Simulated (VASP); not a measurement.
A run of VASP 6.6.1 is set up as follows.

File INCAR:

```
SYSTEM = Sc
PREC = Accurate
ENCUT = 520
EDIFF = 1E-6
ISMEAR = 0
SIGMA = 0.15
LREAL = .FALSE.
LASPH = .TRUE.
NELM = 100
ALGO = Fast
ISIF = 2
LWAVE = .FALSE.
LCHARG = .TRUE.
GGA = PS
LELF = .TRUE.
LVHAR = .TRUE.
NBANDS = 18
```

The input KPOINTS:

```
regular mesh
0
G
  15 15 10
  0 0 0
```

File POSCAR:

```
Sc
1.0
    3.4408000000      0.0000000000      0.0000000000
   -1.7204000000      2.9798202094      0.0000000000
    0.0000000000      0.0000000000      4.9553000000
Sc
2
Direct
    0.3333333333      0.6666666667      0.2500000000
    0.6666666667      0.3333333333      0.7500000000
```

Potentials or basis: VASP PAW PBE potentials, release 64 (Sc_sv).

The run is started by

```bash
$ cat potpaw_PBE.64/Sc_sv/POTCAR > POTCAR
$ mpirun -np 1 vasp_std > vasp.out
```

**Question.** What does it give for the band gap on the k mesh?

**Answer.** Zero (bands 11 and 12 overlap by 1.75 eV).

**Question.** Estimate the pressure.

**Answer.** -3.6 GPa.

Stress tensor (GPa, compression positive):
```
-5.41  0.00  0.00
 0.00 -5.41  0.00
 0.00  0.00  0.00
```

Caveat: the stress differs along the axes, from -5 to -0 GPa; the PAW data sets were made with another functional, which shifts forces and pressure a little.
